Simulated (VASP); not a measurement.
# NaH in VASP: notebook

Aim: see how the results for NaH move with the level of theory and the settings. Levels: PBE, r2SCAN. Tasks: single point.

All numbers are computed with VASP 6.6.1; they aren't measurements. Logs are shortened: lines on timing, memory, paths and dates and some standing lists are left out, and cuts for length are marked.

## Step 1: The cell of the first run

The structure is cubic, space group Fm-3m (No. 225). The conventional cell has a = 4.795 Å, b = 4.795 Å, c = 4.795 Å, α = 90.00°, β = 90.00°, γ = 90.00°. Within 3.2 Å of Na (site symmetry m-3m) lie 6 H at 2.40 Å. Within 3.2 Å of H (site symmetry m-3m) lie 6 Na at 2.40 Å.

## Step 2: Single point, PBE

INCAR

```
PREC = Accurate
ENCUT = 520
EDIFF = 1E-6
ISMEAR = -1
SIGMA = 0.02
LREAL = F
LASPH = T
NELM = 60
ALGO = Normal
ISIF = 2
LWAVE = F
LCHARG = F
GGA = PE
NBANDS = 11
```

KPOINTS

```
regular mesh
0
Gamma
  10 10 10
```

POSCAR

```
NaH
1.0
    0.0000000000      2.3975122873      2.3975122873
    2.3975122873      0.0000000000      2.3975122873
    2.3975122873      2.3975122873      0.0000000000
Na H
1 1
Direct
    0.0000000000      0.0000000000      0.0000000000
    0.5000000000      0.5000000000      0.5000000000
```

Potentials or basis: VASP PAW PBE potentials, release 64 (Na_pv, H).

Started as:

```console
$ cat potpaw_PBE.64/Na_pv/POTCAR potpaw_PBE.64/H/POTCAR > POTCAR
$ mpirun -np 1 vasp_std > vasp.out
```

OUTCAR:

```text
PREC = Accurate
   ENCUT = 520
   EDIFF = 1E-6
   ISMEAR = -1
   LREAL = F
   LASPH = T
   NELM = 60
   ISIF = 2
   GGA = PE

 ion  position               nearest neighbor table
   1  0.000  0.000  0.000-
   2  0.500  0.500  0.500-

  LATTYP: Found a face centered cubic cell.
 ALAT       =     4.7950245746

  Lattice vectors:

 A1 = (   0.0000000000,   2.3975122873,   2.3975122873)
 A2 = (   2.3975122873,   0.0000000000,   2.3975122873)
 A3 = (   2.3975122873,   2.3975122873,   0.0000000000)

Analysis of symmetry for initial positions (statically):
=====================================================================
 Subroutine PRICEL returns:
 Original cell was already a primitive cell.

 Routine SETGRP: Setting up the symmetry group for a
 face centered cubic supercell.

 Subroutine GETGRP returns: Found 48 space group operations
 (whereof 48 operations were pure point group operations)
 out of a pool of 48 trial point group operations.

The static configuration has the point symmetry O_h .

Analysis of symmetry for dynamics (positions and initial velocities):
=====================================================================
 Subroutine PRICEL returns:
 Original cell was already a primitive cell.

 Routine SETGRP: Setting up the symmetry group for a
 face centered cubic supercell.

 Subroutine GETGRP returns: Found 48 space group operations
 (whereof 48 operations were pure point group operations)
 out of a pool of 48 trial point group operations.

The dynamic configuration has the point symmetry O_h .

 Subroutine INISYM returns: Found 48 space group operations
 (whereof 48 operations are pure point group operations),
 and found     1 'primitive' translations

----------------------------------------------------------------------------------------

                                     Primitive cell

  volume of cell :      27.5621

  direct lattice vectors                    reciprocal lattice vectors
     0.000000000  2.397512287  2.397512287    -0.208549505  0.208549505  0.208549505
     2.397512287  0.000000000  2.397512287     0.208549505 -0.208549505  0.208549505
     2.397512287  2.397512287  0.000000000     0.208549505  0.208549505 -0.208549505

  length of vectors
     3.390594393  3.390594393  3.390594393     0.361218338  0.361218338  0.361218338

  position of ions in fractional coordinates (direct lattice)
     0.000000000  0.000000000  0.000000000
     0.500000000  0.500000000  0.500000000

  ion indices of the primitive-cell ions
   primitive index   ion index
                 1           1
                 2           2

----------------------------------------------------------------------------------------

 KPOINTS: regular mesh

Automatic generation of k-mesh.
 Grid dimensions read from file:
 generate k-points for:   10   10   10

 Generating k-lattice:

  Cartesian coordinates                     Fractional coordinates (reciprocal lattice)
    -0.020854950  0.020854950  0.020854950     0.100000000  0.000000000  0.000000000
     0.020854950 -0.020854950  0.020854950     0.000000000  0.100000000  0.000000000
     0.020854950  0.020854950 -0.020854950     0.000000000  0.000000000  0.100000000

  Length of vectors
     0.036121834  0.036121834  0.036121834

  Shift w.r.t. Gamma in fractional coordinates (k-lattice)
     0.000000000  0.000000000  0.000000000

 Subroutine IBZKPT returns following result:
 ===========================================

 Found     47 irreducible k-points:

 Following reciprocal coordinates:
            Coordinates               Weight
  0.000000  0.000000  0.000000      1.000000
  0.100000  0.000000  0.000000      8.000000
  0.200000  0.000000  0.000000      8.000000
  0.300000  0.000000  0.000000      8.000000
  0.400000  0.000000  0.000000      8.000000
  0.500000  0.000000  0.000000      4.000000
[... 16 lines left out ...]
  0.300000  0.300000  0.000000      6.000000
  0.400000  0.300000  0.000000     24.000000
 [... further k-points ...]
   k-points           NKPTS =     47   k-points in BZ     NKDIM =     47   number of bands    NBANDS=     11
   number of dos      NEDOS =    301   number of ions     NIONS =      2
   total plane-waves  NPLWV =  21952
   dimension x,y,z NGX =    28 NGY =   28 NGZ =   28
   dimension x,y,z NGXF=    56 NGYF=   56 NGZF=   56
   ions per type =               1   1
   NGX,Y,Z   is equivalent  to a cutoff of  13.73, 13.73, 13.73 a.u.
   NGXF,Y,Z  is equivalent  to a cutoff of  27.46, 27.46, 27.46 a.u.
 SYSTEM =  unknown system
   PREC   = accura    normal or accurate (medium, high low for compatibility)
   ISTART =      0    job   : 0-new  1-cont  2-samecut
   ICHARG =      2    charge: 1-file 2-atom 10-const
   ISPIN  =      1    spin polarized calculation?
   LNONCOLLINEAR =      F non collinear calculations
   LSORBIT =      F    spin-orbit coupling
   LASPH  =      T    aspherical Exc in radial PAW
   ENCUT  =  520.0 eV  38.22 Ry    6.18 a.u.   6.30  6.30  6.30*2*pi/ulx,y,z
   NELM   =     60;   NELMIN=  2; NELMDL= -5     # of ELM steps
   EDIFF  = 0.1E-05   stopping-criterion for ELM
   LREAL  =      F    real-space projection
   EDIFFG = 0.1E-04   stopping-criterion for IOM
   NSW    =      0    number of steps for IOM
   IBRION =     -1    ionic relax: 0-MD 1-quasi-New 2-CG
   NFREE  =      0    steps in history (QN), initial steepest desc. (CG)
   ISIF   =      2    stress and relaxation
   ISYM   =      2    0-nonsym 1-usesym 2-fastsym
   POTIM  = 0.5000    time-step for ionic-motion
   TEBEG  =    0.0;   TEEND  =   0.0 temperature during run
   PSTRESS=    0.0 pullay stress
   NELECT =       8.0000    total number of electrons
   NUPDOWN=      -1.0000    fix difference up-down
   EMIN   =  10.00;   EMAX   =-10.00  energy-range for DOS
   EFERMI =   0.00;   METHOD = LEGACY
   ISMEAR =    -1;   SIGMA  =   0.02  broadening in eV -4-tet -1-fermi 0-gaus
   EFERMI_NEDOS =   21; number of points for ismear=-14 and -15
   IALGO  =     38    algorithm
   IMIX   =      4    mixing-type and parameters
     AMIX     =   0.40;   BMIX     =  1.00
     AMIX_MAG =   1.60;   BMIX_MAG =  1.00
  volume/ion in A,a.u.               =      13.78        93.00
  Fermi-wavevector in a.u.,A,eV,Ry     =   1.083929  2.048328 15.985500  1.174901
  Thomas-Fermi vector in A             =   2.220006
   LORBIT       =      0    0 simple, 1 ext, 2 COOP (PROOUT), +10 PAW based schemes
   GGA     = PE    functional components
   LHFCALC =     F    Hartree Fock is set to
   AEXX    =    0.0000 exact exchange contribution
   IVDW    =     0    specifies the selected vdW correction
   LEPSILON=     F    determine dielectric tensor
   LRPA    =     F    only Hartree local field effects (RPA)
 non-spin polarized calculation
  energy-cutoff  :      520.00
  volume of cell :       27.56
 maximum number of plane-waves:       757
 NGX is ok and might be reduce to    28
   NGX = 13   NGY = 13   NGZ = 13

 number of electron       7.9999992 magnetization

 Free energy of the ion-electron system (eV)
  ---------------------------------------------------
  ext. energy  EPLUGINS =         0.00000000
  ---------------------------------------------------
  free energy    TOTEN  =        -5.08635579 eV

  energy without entropy =       -5.08635579  energy(sigma->0) =       -5.08635579

 E-fermi :  -0.5700     XC(G=0):  -7.8486

 val. band max:       -1.0567061299   @ k =  -0.3000   0.5000   0.2000
 cond. band min:       2.7609633000   @ k =   0.5000   0.0000   0.0000
 fundamental gap:      3.8176694299
 Fermi energy:        -0.5699561376

 k-point     1 :       0.0000    0.0000    0.0000
  band No.  band energies     occupation
      1     -23.1001      2.00000
      2     -23.1001      2.00000
      3     -23.1001      2.00000
      4      -4.7222      2.00000
      5       9.5871      0.00000
      6      14.7385      0.00000
      7      14.7385      0.00000
      8      14.7385      0.00000
      9      15.6542      0.00000
     10      15.6542      0.00000
     11      15.6542      0.00000

 k-point     2 :       0.1000    0.0000    0.0000
  band No.  band energies     occupation
      1     -23.1099      2.00000
      2     -23.1013      2.00000
      3     -23.1013      2.00000
      4      -4.5464      2.00000
      5       9.0054      0.00000
      6      12.5975      0.00000
      7      14.1241      0.00000
      8      14.1241      0.00000
      9      16.4012      0.00000
     10      16.4012      0.00000
     11      16.5590      0.00000

 k-point     3 :       0.2000    0.0000    0.0000
  band No.  band energies     occupation
      1     -23.1355      2.00000
      2     -23.1043      2.00000
      3     -23.1043      2.00000
      4      -4.0358      2.00000
      5       7.3331      0.00000
      6      11.0746      0.00000
      7      13.4137      0.00000
      8      13.4137      0.00000
      9      16.8704      0.00000
     10      16.8704      0.00000
     11      17.5780      0.00000

 k-point     4 :       0.3000    0.0000    0.0000
  band No.  band energies     occupation
      1     -23.1669      2.00000
      2     -23.1081      2.00000
      3     -23.1080      2.00000
      4      -3.2530      2.00000
      5       5.2675      0.00000
      6      10.3508      0.00000
      7      12.8992      0.00000
      8      12.8992      0.00000
      9      16.2958      0.00000
     10      16.2958      0.00000
     11      18.2876      0.00000

 k-point     5 :       0.4000    0.0000    0.0000
  band No.  band energies     occupation
      1     -23.1919      2.00000
      2     -23.1111      2.00000
      3     -23.1111      2.00000
      4      -2.3734      2.00000
      5       3.5246      0.00000
      6      10.0078      0.00000
      7      12.5925      0.00000
      8      12.5925      0.00000
      9      15.7731      0.00000
     10      15.7731      0.00000
     11      18.2695      0.00000
[... 211 lines left out ...]
 k-point    21 :      -0.3000    0.2000    0.0000
  band No.  band energies     occupation
      1     -23.1766      2.00000
      2     -23.1353      2.00000
      3     -23.1123      2.00000
      4      -2.2185      2.00000
      5       4.5084      0.00000
      6       6.9573      0.00000
      7      12.1789      0.00000
      8      12.7451      0.00000
      9      17.0147      0.00000
     10      17.4549      0.00000
     11      19.5762      0.00000

 k-point    22 :      -0.2000    0.2000    0.0000
  band No.  band energies     occupation
      1     -23.1617      2.00000
      2     -23.1263      2.00000
      3     -23.1075      2.00000
      4      -3.0094      2.00000
      5       5.7704      0.00000
      6       7.7568      0.00000
      7      13.1458      0.00000
      8      13.1559      0.00000
      9      16.8049      0.00000
     10      17.5429      0.00000
     11      17.9343      0.00000

 k-point    23 :       0.3000    0.3000    0.0000
  band No.  band energies     occupation
      1     -23.1618      2.00000
      2     -23.1225      2.00000
      3     -23.1225      2.00000
      4      -2.8289      2.00000
      5       5.7354      0.00000
      6      10.1141      0.00000
      7      10.6060      0.00000
      8      10.6060      0.00000
      9      12.9412      0.00000
     10      19.8655      0.00000
     11      22.2038      0.00000

 k-point    24 :       0.4000    0.3000    0.0000
  band No.  band energies     occupation
      1     -23.1744      2.00000
      2     -23.1294      2.00000
      3     -23.1263      2.00000
      4      -2.2024      2.00000
      5       4.8963      0.00000
      6       8.3189      0.00000
      7      10.3351      0.00000
      8      11.1433      0.00000
      9      13.0737      0.00000
     10      20.2485      0.00000
     11      21.7342      0.00000

 [... further k-points ...]
[... 5 lines left out ...]
  --------------------------------------------------------------------------------------
  -------------------------------------------------------------------------------------
  Total        0.0913520      0.0913520      0.0913520     -0.0000000     -0.0000000      0.0000000
  in kB        5.3102639      5.3102639      5.3102639     -0.0000000     -0.0000000      0.0000000
  external PRESSURE =       5.3102639 kB  Pullay stress =       0.0000000 kB

 VOLUME and BASIS-vectors are now :
 -----------------------------------------------------------------------------
  energy-cutoff  :      520.00
  volume of cell :       27.56
      direct lattice vectors                 reciprocal lattice vectors
     0.000000000  2.397512287  2.397512287    -0.208549505  0.208549505  0.208549505
     2.397512287  0.000000000  2.397512287     0.208549505 -0.208549505  0.208549505
     2.397512287  2.397512287  0.000000000     0.208549505  0.208549505 -0.208549505

 POSITION                                       TOTAL-FORCE (eV/Angst)
 -----------------------------------------------------------------------------------
      0.00000      0.00000      0.00000         0.000000      0.000000      0.000000
      2.39751      2.39751      2.39751        -0.000000      0.000000     -0.000000
 -----------------------------------------------------------------------------------
    total drift:                               -0.000000     -0.000000     -0.000000

  FREE ENERGIE OF THE ION-ELECTRON SYSTEM (eV)
  ---------------------------------------------------
  free  energy   TOTEN  =        -5.0863557931 eV

  energy  without entropy=       -5.0863557931  energy(sigma->0) =       -5.08635579
```

Run time: 14 s. Hardware: 1 thread of Intel Xeon 6975P-C (Granite Rapids), shared host; peak memory 0.15 GiB.

What came out:

| Quantity | Value |
| --- | --- |
| Free energy | -5.0864 eV |
| Pressure | 0.5 GPa |
| Band gap on the k mesh | 3.82 eV, indirect (least direct gap 4.67 eV) |

## Step 3: Single point, PBE (strain +5.0%)

INCAR

```
SYSTEM = NaH
  PREC = Accurate
  ENCUT = 520
  EDIFF = 1E-6
  ISMEAR = -1
  SIGMA = 0.02
  LREAL = .FALSE.
  LASPH = .TRUE.
  NELM = 100
  ALGO = Normal
  ISIF = 2
  LWAVE = .FALSE.
  LCHARG = .FALSE.
  GGA = PE
  NBANDS = 11
```

KPOINTS

```
regular mesh
0
G
  10 10 10
  0 0 0
```

POSCAR

```
NaH
1.0
    0.0000000000      2.5173879016      2.5173879016
    2.5173879016      0.0000000000      2.5173879016
    2.5173879016      2.5173879016      0.0000000000
Na H
1 1
Direct
    0.0000000000      0.0000000000      0.0000000000
    0.5000000000      0.5000000000      0.5000000000
```

Potentials or basis: VASP PAW PBE potentials, release 64 (Na_pv, H).

Started as:

```console
$ cat potpaw_PBE.64/Na_pv/POTCAR potpaw_PBE.64/H/POTCAR > POTCAR
$ mpirun -np 1 vasp_std > vasp.out
```

Run time: 14 s. Hardware: 1 thread of Intel Xeon 6975P-C (Granite Rapids), shared host; peak memory 0.15 GiB.

Results (log left out):

* Free energy: -5.0593 eV
* Pressure: -2.3 GPa
* Band gap on the k mesh: 3.58 eV, indirect (least direct gap 4.35 eV)

Levels at points of the mesh, in eV from the valence-band top:
```tsv
k point	band 1	band 2	band 3	band 4	band 5	band 6	band 7	band 8	band 9
(0.00, 0.00, 0.00)	-22.32	-22.32	-22.32	-3.27	9.40	14.73	14.73	14.73	15.30
(0.50, 0.00, 0.00)	-22.38	-22.32	-22.32	-0.78	3.58	9.98	12.66	12.66	15.12
(0.50, 0.50, 0.00)	-22.37	-22.34	-22.34	-0.14	4.43	9.60	9.96	9.96	10.58
```

Caveat: the cell differs from its parent crystal (strain +5.0%). A k mesh can miss the band edges.

## Step 4: Single point, r2SCAN

POSCAR

```
NaH
1.0
    0.0000000000      2.3975122873      2.3975122873
    2.3975122873      0.0000000000      2.3975122873
    2.3975122873      2.3975122873      0.0000000000
Na H
1 1
Direct
    0.0000000000      0.0000000000      0.0000000000
    0.5000000000      0.5000000000      0.5000000000
```

INCAR.step1

```
SYSTEM = NaH
PREC = Accurate
ENCUT = 520
ISMEAR = 0
SIGMA = 0.01
LREAL = .FALSE.
LASPH = .TRUE.
NELM = 80
NBANDS = 11
GGA = PE
ALGO = Normal
EDIFF = 1E-4
LWAVE = .TRUE.
LCHARG = .FALSE.
```

INCAR.step2

```
SYSTEM = NaH
PREC = Accurate
ENCUT = 520
EDIFF = 1E-6
ISMEAR = 0
SIGMA = 0.01
LREAL = .FALSE.
LASPH = .TRUE.
NELM = 80
ALGO = Normal
ISIF = 2
LWAVE = .FALSE.
LCHARG = .TRUE.
METAGGA = R2SCAN
LMIXTAU = .TRUE.
LELF = .TRUE.
LVHAR = .TRUE.
NBANDS = 11
ISTART = 1
```

KPOINTS

```
Automatic mesh
0
G
  10 10 10
  0 0 0
```

Started as:

```console
$ cat potpaw_PBE.64/Na_pv/POTCAR potpaw_PBE.64/H/POTCAR > POTCAR
$ cp INCAR.step1 INCAR
$ mpirun -np 1 vasp_std > vasp.out
$ cp INCAR.step2 INCAR
$ mpirun -np 1 vasp_std > vasp.out
```

It took 54 s on 1 thread of Intel Xeon 6975P-C (Granite Rapids), shared host; peak memory 0.16 GiB.

The run converged. Its results:

```yaml
Free_energy: -7.6024 eV
Pressure: -0.3 GPa
Band_gap_on_the_k_mesh: 4.43 eV, indirect (least direct gap 5.26 eV)
```

Levels at points of the mesh, in eV from the valence-band top:
```tsv
k point	band 1	band 2	band 3	band 4	band 5	band 6	band 7	band 8	band 9
(0.00, 0.00, 0.00)	-22.84	-22.84	-22.84	-3.60	11.67	16.55	16.55	16.55	17.53
(0.50, 0.00, 0.00)	-22.94	-22.85	-22.85	-0.83	4.43	11.87	14.08	14.08	17.87
(0.50, 0.50, 0.00)	-22.92	-22.87	-22.87	-0.16	5.26	10.81	11.55	11.55	13.32
```

Caveat: the PAW data sets were made with another functional, which shifts forces and pressure a little. A k mesh can miss the band edges.

## Step 5: Single point, r2SCAN (strain +5.0%)

POSCAR

```
NaH
1.0
    0.0000000000      2.5173879016      2.5173879016
    2.5173879016      0.0000000000      2.5173879016
    2.5173879016      2.5173879016      0.0000000000
Na H
1 1
Direct
    0.0000000000      0.0000000000      0.0000000000
    0.5000000000      0.5000000000      0.5000000000
```

INCAR.step1

```
ALGO = Normal ; EDIFF = 1E-4
ENCUT = 520 ; GGA = PE
ISMEAR = 0 ; LASPH = T
LCHARG = F ; LREAL = F
LWAVE = T ; NBANDS = 11
NELM = 80 ; PREC = Accurate
SIGMA = 0.01
```

INCAR.step2

```
ALGO = Normal ; EDIFF = 1E-6
ENCUT = 520 ; ISIF = 2
ISMEAR = 0 ; ISTART = 1
LASPH = T ; LCHARG = F
LMIXTAU = T ; LREAL = F
LWAVE = F ; METAGGA = R2SCAN
NBANDS = 11 ; NELM = 80
PREC = Accurate ; SIGMA = 0.01
```

KPOINTS

```
k-points
0
Gamma
  10 10 10
```

Started as:

```console
$ cat potpaw_PBE.64/Na_pv/POTCAR potpaw_PBE.64/H/POTCAR > POTCAR
$ cp INCAR.step1 INCAR
$ mpirun -np 1 vasp_std > vasp.out
$ cp INCAR.step2 INCAR
$ mpirun -np 1 vasp_std > vasp.out
```

Run time: 57 s. Hardware: 1 thread of Intel Xeon 6975P-C (Granite Rapids), shared host; peak memory 0.16 GiB.

The run converged. Its results:

```yaml
Free_energy: -7.5563 eV
Pressure: -2.9 GPa
Band_gap_on_the_k_mesh: 4.17 eV, indirect (least direct gap 4.93 eV)
```

Levels at points of the mesh, in eV from the valence-band top:
| k point | band 1 | band 2 | band 3 | band 4 | band 5 | band 6 | band 7 | band 8 |
| --- | --- | --- | --- | --- | --- | --- | --- | --- |
| (0.00, 0.00, 0.00) | -23.13 | -23.13 | -23.13 | -3.21 | 10.37 | 15.46 | 15.46 | 15.46 |
| (0.50, 0.00, 0.00) | -23.18 | -23.13 | -23.13 | -0.76 | 4.17 | 10.85 | 13.17 | 13.17 |
| (0.50, 0.50, 0.00) | -23.18 | -23.15 | -23.15 | -0.13 | 4.95 | 10.25 | 10.64 | 10.64 |

Caveat: the cell differs from its parent crystal (strain +5.0%); the PAW data sets were made with another functional, which shifts forces and pressure a little. A k mesh can miss the band edges.

[end of part 1 of 2]
